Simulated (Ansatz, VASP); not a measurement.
## Al6N: VASP beside Ansatz

```
Al N
1.0
     5.71430    0.00000    0.00000
     0.00000    5.71430    0.00000
     0.00000    0.00000   22.17502
Al N
12 2
Direct
  0.25000 0.25000 0.18038
  0.25000 0.75000 0.18038
  0.75000 0.25000 0.18038
  0.75000 0.75000 0.18038
  0.00000 0.00000 0.27441
  0.00000 0.50000 0.27441
  0.50000 0.00000 0.27441
  0.50000 0.50000 0.27441
  0.25000 0.25000 0.36866
  0.25000 0.75000 0.36866
  0.75000 0.25000 0.36866
  0.75000 0.75000 0.36866
  0.23750 0.50000 0.44803
  0.76250 0.50000 0.44803
```

Alike in both runs: task single point; functional PBE; k mesh 5 × 5 × 1; occupations gaussian, width 0.1 eV; no spin polarisation.

|  | VASP | Ansatz |
| --- | --- | --- |
| version | VASP 6.6.1 | Ansatz 0.2.0 |
| potentials or method | VASP PAW PBE potentials, release 64 (Al, N), cutoff 520 eV | scalar-relativistic, plane waves, PAW |
| valence electrons in the cell | 46 | 46 |

|  | VASP | Ansatz | Ansatz less VASP |
| --- | --- | --- | --- |
| gap on the k mesh at the Fermi level (eV) | none | none | - |
| rms of the force components (eV/Å) | 1.067 | 1.069 | +0.0028 |

Atom by atom the forces differ by 0.003 eV/Å (rms over components). A gap of «none» marks a metal or a gap that the smearing closes. With one functional, cell and mesh, what is left measures potentials, basis and numerics.
